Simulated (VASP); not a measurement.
Input of a VASP 6.6.1 run:

File INCAR:

```
SYSTEM = CaO
PREC = Accurate
ENCUT = 700
EDIFF = 1E-6
ISMEAR = -1
SIGMA = 0.05
LREAL = Auto
LASPH = .TRUE.
NELM = 120
ALGO = Normal
ISIF = 2
LWAVE = .FALSE.
LCHARG = .FALSE.
GGA = PS
ISYM = -1
NBANDS = 294
GGA_COMPAT = .FALSE.
```

The input KPOINTS:

```
explicit points
1
Reciprocal
  0.25000000   0.25000000   0.25000000 1
```

The input POSCAR:

```
CaO
1.0
    9.5352000000      0.0000000000      0.0000000000
    0.0000000000      9.5352000000      0.0000000000
    0.0000000000      0.0000000000      9.5352000000
O Ca
32 32
Direct
    0.2500000000      0.0000000000      0.0000000000
    0.2500000000      0.0000000000      0.5000000000
    0.2500000000      0.5000000000      0.0000000000
    0.2500000000      0.5000000000      0.5000000000
    0.7500000000      0.0000000000      0.0000000000
    0.7500000000      0.0000000000      0.5000000000
    0.7500000000      0.5000000000      0.0000000000
    0.7500000000      0.5000000000      0.5000000000
    0.0000000000      0.2500000000      0.0000000000
    0.0000000000      0.2500000000      0.5000000000
    0.0000000000      0.7500000000      0.0000000000
    0.0000000000      0.7500000000      0.5000000000
    0.5000000000      0.2500000000      0.0000000000
    0.5000000000      0.2500000000      0.5000000000
    0.5000000000      0.7500000000      0.0000000000
    0.5000000000      0.7500000000      0.5000000000
    0.0000000000      0.0000000000      0.2500000000
    0.0000000000      0.0000000000      0.7500000000
    0.0000000000      0.5000000000      0.2500000000
    0.0000000000      0.5000000000      0.7500000000
    0.5000000000      0.0000000000      0.2500000000
    0.5000000000      0.0000000000      0.7500000000
    0.5000000000      0.5000000000      0.2500000000
    0.5000000000      0.5000000000      0.7500000000
    0.2500000000      0.2500000000      0.2500000000
    0.2500000000      0.2500000000      0.7500000000
    0.2500000000      0.7500000000      0.2500000000
    0.2500000000      0.7500000000      0.7500000000
    0.7500000000      0.2500000000      0.2500000000
    0.7500000000      0.2500000000      0.7500000000
    0.7500000000      0.7500000000      0.2500000000
    0.7500000000      0.7500000000      0.7500000000
    0.0000000000      0.0000000000      0.0000000000
    0.0000000000      0.0000000000      0.5000000000
    0.0000000000      0.5000000000      0.0000000000
    0.0000000000      0.5000000000      0.5000000000
    0.5000000000      0.0000000000      0.0000000000
    0.5000000000      0.0000000000      0.5000000000
    0.5000000000      0.5000000000      0.0000000000
    0.5000000000      0.5000000000      0.5000000000
    0.2500000000      0.2500000000      0.0000000000
    0.2500000000      0.2500000000      0.5000000000
    0.2500000000      0.7500000000      0.0000000000
    0.2500000000      0.7500000000      0.5000000000
    0.7500000000      0.2500000000      0.0000000000
    0.7500000000      0.2500000000      0.5000000000
    0.7500000000      0.7500000000      0.0000000000
    0.7500000000      0.7500000000      0.5000000000
    0.2500000000      0.0000000000      0.2500000000
    0.2500000000      0.0000000000      0.7500000000
    0.2500000000      0.5000000000      0.2500000000
    0.2500000000      0.5000000000      0.7500000000
    0.7500000000      0.0000000000      0.2500000000
    0.7500000000      0.0000000000      0.7500000000
    0.7500000000      0.5000000000      0.2500000000
    0.7500000000      0.5000000000      0.7500000000
    0.0000000000      0.2500000000      0.2500000000
    0.0000000000      0.2500000000      0.7500000000
    0.0000000000      0.7500000000      0.2500000000
    0.0000000000      0.7500000000      0.7500000000
    0.5000000000      0.2500000000      0.2500000000
    0.5000000000      0.2500000000      0.7500000000
    0.5000000000      0.7500000000      0.2500000000
    0.5000000000      0.7500000000      0.7500000000
```

Potentials or basis: VASP PAW PBE potentials, release 64 (O, Ca_sv).

Command:

```bash
$ cat potpaw_PBE.64/O/POTCAR potpaw_PBE.64/Ca_sv/POTCAR > POTCAR
$ mpirun -np 1 vasp_std > vasp.out
```

(1) Estimate the pressure.

(2) Predict the band gap on the k mesh.

Results:

(1) 0.5 GPa.

(2) 4.28 eV.

Caveat: the PAW data sets were made with another functional, which shifts forces and pressure a little; a shifted mesh leaves out Γ, where band edges can lie.
